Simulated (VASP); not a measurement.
# P in VASP: single point with LDA

Aim: the single point of P with LDA.

Everything below comes from runs of VASP 6.6.1. Logs are shortened: lines on timing, memory, paths and dates and some standing lists are left out, and cuts for length are marked.

## Step 1: The cell of the first run

The cell holds a slab with vacuum, 4 atoms: a = 3.284 Å, b = 34.857 Å, c = 4.632 Å, α = 90.00°, β = 90.00°, γ = 90.00°.

## Step 2: Single point, LDA (atom 1 (P) moved -0.075 Å towards its neighbour atom 4 (P) at 2.199 Å)

Input file INCAR:

```
SYSTEM = P
PREC     = Accurate       ! precision mode
ENCUT    = 520            ! plane-wave cutoff, eV
EDIFF    = 1E-7           ! SCF threshold, eV
ISMEAR   = 0              ! smearing method
SIGMA    = 0.05           ! smearing width, eV
LREAL    = .False.        ! projectors in reciprocal space
LASPH    = .True.         ! aspherical terms in the spheres
NELM     = 60             ! most SCF steps
ALGO     = Normal         ! electronic algorithm
ISIF     = 2              ! what is computed and relaxed
LWAVE    = .False.        ! write WAVECAR
LCHARG   = .False.        ! write CHGCAR
NBANDS   = 18             ! bands
```

Input file KPOINTS:

```
Automatic mesh
0
Gamma
  8 1 6
  0 0 0
```

Input file POSCAR:

```
P
1.0
    3.2837277200      0.0000000000      0.0000000000
    0.0000000000     34.8570309900      0.0000000000
    0.0000000000      0.0000000000      4.6320847100
P
4
Direct
    0.0170557432      0.9702614300      0.5813817729
    0.0000000000      0.0297385700      0.4078492800
    0.5000000000      0.0297385700      0.0921507200
    0.5000000000      0.9702614300      0.9078492800
```

Potentials or basis: VASP PAW LDA potentials, release 64 (P).

Command:

```
> cat potpaw_LDA.64/P/POTCAR > POTCAR
> mpirun -np 1 vasp_std > vasp.out
```

OUTCAR:

```text
SYSTEM = P
   PREC = Accurate
   ENCUT = 520
   EDIFF = 1E-7
   ISMEAR = 0
   LREAL = .False.
   LASPH = .True.
   NELM = 60
   ISIF = 2

 ion  position               nearest neighbor table
   1  0.017  0.970  0.581-   4 2.19   2 2.22   4 2.27
   2  0.000  0.030  0.408-   3 2.20   3 2.20   1 2.22
   3  0.500  0.030  0.092-   2 2.20   2 2.20   4 2.24
   4  0.500  0.970  0.908-   1 2.19   3 2.24   1 2.27

  LATTYP: Found a simple orthorhombic cell.
 ALAT       =     3.2837277200
 B/A-ratio  =     1.4106177811
 C/A-ratio  =    10.6150795566

  Lattice vectors:

 A1 = (  -3.2837277200,   0.0000000000,   0.0000000000)
 A2 = (   0.0000000000,   0.0000000000,   4.6320847100)
 A3 = (   0.0000000000,  34.8570309900,   0.0000000000)

Analysis of symmetry for initial positions (statically):
=====================================================================
 Subroutine PRICEL returns:
 Original cell was already a primitive cell.

 Routine SETGRP: Setting up the symmetry group for a
 simple orthorhombic supercell.

 Subroutine GETGRP returns: Found  1 space group operations
 (whereof  1 operations were pure point group operations)
 out of a pool of  8 trial point group operations.

The static configuration has the point symmetry C_1 .

Analysis of symmetry for dynamics (positions and initial velocities):
=====================================================================
 Subroutine PRICEL returns:
 Original cell was already a primitive cell.

 Routine SETGRP: Setting up the symmetry group for a
 simple orthorhombic supercell.

 Subroutine GETGRP returns: Found  1 space group operations
 (whereof  1 operations were pure point group operations)
 out of a pool of  8 trial point group operations.

The dynamic configuration has the point symmetry C_1 .

 Subroutine INISYM returns: Found  1 space group operations
 (whereof  1 operations are pure point group operations),
 and found     1 'primitive' translations

----------------------------------------------------------------------------------------

                                     Primitive cell

  volume of cell :     530.1930

  direct lattice vectors                    reciprocal lattice vectors
     3.283727720  0.000000000  0.000000000     0.304531948  0.000000000  0.000000000
     0.000000000 34.857030990  0.000000000     0.000000000  0.028688617  0.000000000
     0.000000000  0.000000000  4.632084710     0.000000000  0.000000000  0.215885516

  length of vectors
     3.283727720 34.857030990  4.632084710     0.304531948  0.028688617  0.215885516

  position of ions in fractional coordinates (direct lattice)
     0.017055743  0.970261430  0.581381773
     0.000000000  0.029738570  0.407849280
     0.500000000  0.029738570  0.092150720
     0.500000000  0.970261430  0.907849280

  ion indices of the primitive-cell ions
   primitive index   ion index
                 1           1
                 2           2
                 3           3
                 4           4

----------------------------------------------------------------------------------------

 KPOINTS: Automatic mesh

Automatic generation of k-mesh.
 Grid dimensions read from file:
 generate k-points for:    8    1    6

 Generating k-lattice:

  Cartesian coordinates                     Fractional coordinates (reciprocal lattice)
     0.038066494  0.000000000  0.000000000     0.125000000  0.000000000  0.000000000
     0.000000000  0.028688617  0.000000000     0.000000000  1.000000000  0.000000000
     0.000000000  0.000000000  0.035980919     0.000000000  0.000000000  0.166666667

  Length of vectors
     0.038066494  0.028688617  0.035980919

  Shift w.r.t. Gamma in fractional coordinates (k-lattice)
     0.000000000  0.000000000  0.000000000

 Subroutine IBZKPT returns following result:
 ===========================================

 Found     26 irreducible k-points:

 Following reciprocal coordinates:
            Coordinates               Weight
  0.000000  0.000000  0.000000      1.000000
  0.125000  0.000000  0.000000      2.000000
  0.250000  0.000000  0.000000      2.000000
  0.375000  0.000000  0.000000      2.000000
  0.500000  0.000000  0.000000      1.000000
  0.000000  0.000000  0.166667      2.000000
[... 16 lines left out ...]
  0.125000  0.000000  0.500000      2.000000
  0.250000  0.000000  0.500000      2.000000
 [... further k-points ...]
   k-points           NKPTS =     26   k-points in BZ     NKDIM =     26   number of bands    NBANDS=     18
   number of dos      NEDOS =    301   number of ions     NIONS =      4
   total plane-waves  NPLWV = 233280
   dimension x,y,z NGX =    24 NGY =  270 NGZ =   36
   dimension x,y,z NGXF=    48 NGYF=  540 NGZF=   72
   ions per type =               4
   NGX,Y,Z   is equivalent  to a cutoff of  12.15, 12.88, 12.92 a.u.
   NGXF,Y,Z  is equivalent  to a cutoff of  24.30, 25.75, 25.84 a.u.
 SYSTEM =  P
   PREC   = accura    normal or accurate (medium, high low for compatibility)
   ISTART =      0    job   : 0-new  1-cont  2-samecut
   ICHARG =      2    charge: 1-file 2-atom 10-const
   ISPIN  =      1    spin polarized calculation?
   LNONCOLLINEAR =      F non collinear calculations
   LSORBIT =      F    spin-orbit coupling
   LASPH  =      T    aspherical Exc in radial PAW
   ENCUT  =  520.0 eV  38.22 Ry    6.18 a.u.   6.11 64.81  8.61*2*pi/ulx,y,z
   NELM   =     60;   NELMIN=  2; NELMDL= -5     # of ELM steps
   EDIFF  = 0.1E-06   stopping-criterion for ELM
   LREAL  =      F    real-space projection
   EDIFFG = 0.1E-05   stopping-criterion for IOM
   NSW    =      0    number of steps for IOM
   IBRION =     -1    ionic relax: 0-MD 1-quasi-New 2-CG
   NFREE  =      0    steps in history (QN), initial steepest desc. (CG)
   ISIF   =      2    stress and relaxation
   ISYM   =      2    0-nonsym 1-usesym 2-fastsym
   POTIM  = 0.5000    time-step for ionic-motion
   TEBEG  =    0.0;   TEEND  =   0.0 temperature during run
   PSTRESS=    0.0 pullay stress
   NELECT =      20.0000    total number of electrons
   NUPDOWN=      -1.0000    fix difference up-down
   EMIN   =  10.00;   EMAX   =-10.00  energy-range for DOS
   EFERMI =   0.00;   METHOD = LEGACY
   ISMEAR =     0;   SIGMA  =   0.05  broadening in eV -4-tet -1-fermi 0-gaus
   EFERMI_NEDOS =   21; number of points for ismear=-14 and -15
   IALGO  =     38    algorithm
   IMIX   =      4    mixing-type and parameters
     AMIX     =   0.40;   BMIX     =  1.00
     AMIX_MAG =   1.60;   BMIX_MAG =  1.00
  volume/ion in A,a.u.               =     132.55       894.48
  Fermi-wavevector in a.u.,A,eV,Ry     =   0.549044  1.037542  4.101461  0.301449
  Thomas-Fermi vector in A             =   1.580001
   LORBIT       =      0    0 simple, 1 ext, 2 COOP (PROOUT), +10 PAW based schemes
   GGA     = CA    functional components
   LHFCALC =     F    Hartree Fock is set to
   AEXX    =    0.0000 exact exchange contribution
   IVDW    =     0    specifies the selected vdW correction
   LEPSILON=     F    determine dielectric tensor
   LRPA    =     F    only Hartree local field effects (RPA)
 non-spin polarized calculation
 Gauss-broadening in eV      SIGMA  =   0.05
  energy-cutoff  :      520.00
  volume of cell :      530.19
 maximum number of plane-waves:     14344
   NGX = 13   NGY =129   NGZ = 17

 number of electron      20.0000001 magnetization

 Free energy of the ion-electron system (eV)
  ---------------------------------------------------
  ext. energy  EPLUGINS =         0.00000000
  ---------------------------------------------------
  free energy    TOTEN  =       -23.68715368 eV

  energy without entropy =      -23.68715368  energy(sigma->0) =      -23.68715368

 E-fermi :  -3.3893     XC(G=0):  -1.7922

 val. band max:       -3.6426289402   @ k =   0.0000   0.0000   0.0000
 cond. band min:      -2.7033145874   @ k =   0.0000   0.0000   0.0000
 fundamental gap:      0.9393143528
 Fermi energy:        -3.3892737743

 k-point     1 :       0.0000    0.0000    0.0000
  band No.  band energies     occupation
      1     -18.6774      2.00000
      2     -16.1152      2.00000
      3     -12.9269      2.00000
      4      -9.3683      2.00000
      5      -8.3202      2.00000
      6      -8.2201      2.00000
[... 10 lines left out ...]
     17       1.6492      0.00000
     18       1.7816      0.00000

 k-point     2 :       0.1250    0.0000    0.0000
  band No.  band energies     occupation
      1     -18.4904      2.00000
      2     -15.9203      2.00000
      3     -12.9952      2.00000
      4      -9.2305      2.00000
      5      -8.4594      2.00000
      6      -8.0972      2.00000
[... 10 lines left out ...]
     17       1.5624      0.00000
     18       1.8668      0.00000

 k-point     3 :       0.2500    0.0000    0.0000
  band No.  band energies     occupation
      1     -17.9360      2.00000
      2     -15.3393      2.00000
      3     -13.4343      2.00000
      4      -9.6564      2.00000
      5      -9.0330      2.00000
      6      -8.8414      2.00000
[... 10 lines left out ...]
     17       1.9386      0.00000
     18       2.1692      0.00000

 k-point     4 :       0.3750    0.0000    0.0000
  band No.  band energies     occupation
      1     -17.0377      2.00000
      2     -14.5585      2.00000
      3     -14.3310      2.00000
      4     -11.4135      2.00000
      5      -9.1629      2.00000
      6      -8.4908      2.00000
[... 10 lines left out ...]
     17       2.7479      0.00000
     18       2.7969      0.00000

 k-point     5 :       0.5000    0.0000    0.0000
  band No.  band energies     occupation
      1     -15.9452      2.00000
      2     -15.7472      2.00000
      3     -13.1806      2.00000
      4     -12.9126      2.00000
      5      -8.7012      2.00000
      6      -8.6717      2.00000
[... 10 lines left out ...]
     17       2.9646      0.00000
     18       3.0652      0.00000

 k-point     6 :       0.0000    0.0000    0.1667
  band No.  band energies     occupation
      1     -18.5436      2.00000
      2     -16.3203      2.00000
      3     -12.9257      2.00000
      4     -10.0512      2.00000
      5      -7.9254      2.00000
      6      -7.7174      2.00000
[... 10 lines left out ...]
     17       1.6319      0.00000
     18       1.8452      0.00000

 k-point     7 :       0.1250    0.0000    0.1667
  band No.  band energies     occupation
      1     -18.3560      2.00000
      2     -16.1390      2.00000
      3     -12.9330      2.00000
      4      -9.9981      2.00000
      5      -8.1884      2.00000
      6      -7.9282      2.00000
[... 10 lines left out ...]
     17       1.5097      0.00000
     18       1.8412      0.00000

 k-point     8 :       0.1250    0.0000   -0.1667
  band No.  band energies     occupation
      1     -18.3592      2.00000
      2     -16.1267      2.00000
      3     -12.9591      2.00000
      4      -9.9475      2.00000
      5      -8.2273      2.00000
      6      -7.9960      2.00000
[... 10 lines left out ...]
     17       1.5108      0.00000
     18       1.8343      0.00000
[... 229 lines left out ...]
     17       2.6292      0.00000
     18       3.3337      0.00000

 k-point    20 :       0.3750    0.0000   -0.3333
  band No.  band energies     occupation
      1     -16.5999      2.00000
      2     -15.4221      2.00000
      3     -13.4965      2.00000
      4     -12.0016      2.00000
      5      -9.5180      2.00000
      6      -8.8390      2.00000
[... 10 lines left out ...]
     17       2.7253      0.00000
     18       3.2704      0.00000

 k-point    21 :       0.5000    0.0000    0.3333
  band No.  band energies     occupation
      1     -15.6826      2.00000
      2     -15.5145      2.00000
      3     -13.4672      2.00000
      4     -13.1854      2.00000
      5      -8.8826      2.00000
      6      -8.7719      2.00000
[... 10 lines left out ...]
     17       2.5688      0.00000
     18       2.6754      0.00000

 k-point    22 :       0.0000    0.0000    0.5000
  band No.  band energies     occupation
      1     -17.6645      2.00000
      2     -17.4487      2.00000
      3     -12.1482      2.00000
      4     -11.9990      2.00000
      5      -6.6313      2.00000
      6      -6.4844      2.00000
[... 10 lines left out ...]
     17       2.1852      0.00000
     18       2.2867      0.00000

 k-point    23 :       0.1250    0.0000    0.5000
  band No.  band energies     occupation
      1     -17.4834      2.00000
      2     -17.2698      2.00000
      3     -12.0680      2.00000
      4     -11.9227      2.00000
      5      -7.6200      2.00000
      6      -7.3658      2.00000
[... 10 lines left out ...]
     17       2.4898      0.00000
     18       2.5809      0.00000

 k-point    24 :       0.2500    0.0000    0.5000
  band No.  band energies     occupation
      1     -16.9547      2.00000
      2     -16.7493      2.00000
      3     -12.0632      2.00000
      4     -11.9255      2.00000
      5      -9.1513      2.00000
      6      -8.9627      2.00000
[... 10 lines left out ...]
     17       2.6097      0.00000
     18       2.7121      0.00000

 [... further k-points ...]

------------------------ aborting loop because EDIFF is reached ----------------------------------------

  FORCE on cell =-STRESS in cart. coord.  units (eV):
  Direction    XX          YY          ZZ          XY          YZ          ZX
  --------------------------------------------------------------------------------------
  -------------------------------------------------------------------------------------
  Total       -1.6409076     -0.0784756     -1.7053706      0.2255928     -0.2959172      0.6558485
  in kB       -4.9586185     -0.2371433     -5.1534175      0.6817132     -0.8942248      1.9818926
  external PRESSURE =      -3.4497264 kB  Pullay stress =       0.0000000 kB

 VOLUME and BASIS-vectors are now :
 -----------------------------------------------------------------------------
  energy-cutoff  :      520.00
  volume of cell :      530.19
      direct lattice vectors                 reciprocal lattice vectors
     3.283727720  0.000000000  0.000000000     0.304531948  0.000000000  0.000000000
     0.000000000 34.857030990  0.000000000     0.000000000  0.028688617  0.000000000
     0.000000000  0.000000000  4.632084710     0.000000000  0.000000000  0.215885516

 POSITION                                       TOTAL-FORCE (eV/Angst)
 -----------------------------------------------------------------------------------
      0.05601     33.82043      2.69301        -0.561559      0.013857      0.451434
      0.00000      1.03660      1.88919         0.063102     -0.016663      0.084249
      1.64186      1.03660      0.42685         0.045749     -0.014267     -0.227027
      1.64186     33.82043      4.20523         0.452708      0.017074     -0.308655
 -----------------------------------------------------------------------------------
    total drift:                               -0.000044     -0.000024      0.000030

  FREE ENERGIE OF THE ION-ELECTRON SYSTEM (eV)
  ---------------------------------------------------
  free  energy   TOTEN  =       -23.6871536832 eV

  energy  without entropy=      -23.6871536832  energy(sigma->0) =      -23.68715368
```

It took 2.7 min on 1 thread of Intel Xeon 6975P-C (Granite Rapids), shared host; peak memory 0.49 GiB.

What came out:

```
Free energy            : -23.6872 eV
Largest force          : 0.721 eV/Å
Band gap on the k mesh : 0.94 eV
```

Forces in eV/Å, atoms in the order of the input:
```
P   -0.562  0.014  0.451
P    0.063 -0.017  0.084
P    0.046 -0.014 -0.227
P    0.453  0.017 -0.309
```

Caveat: the cell differs from its parent crystal (atom 1 (P) moved -0.075 Å towards its neighbour atom 4 (P) at 2.199 Å).
